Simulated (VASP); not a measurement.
Runs of VASP 6.6.1 on P. The structure is that of space group Imma (No. 74), or close to it. The cells are those of the table. 

```csv
cell,gap on the mesh (eV),pressure (GPa),largest force (eV/Å)
"a = 3.566 Å, angles 122.5, 88.7, 119.0°, 2 atoms",none,-2.7,0.49
"a = 3.637 Å, angles 119.9, 83.7, 127.7°, 2 atoms",none,-2.9,0.93
"a = 3.547 Å, angles 124.0, 91.5, 114.4°, 2 atoms",none,-1.9,0.03
"a = 3.552 Å, angles 128.3, 99.1, 102.9°, 2 atoms",none,(a),0.97
```

Alike in all rows: task single point; level LDA; potentials or basis VASP PAW LDA potentials, release 64 (P); no spin polarisation; k mesh 20 × 20 × 20; cutoff (eV) 520; smearing gaussian 0.15 eV.

Task: Fill in the values left out.

Result: (a) -0.6.

A gap of «none» marks levels without a gap at the run's occupations.
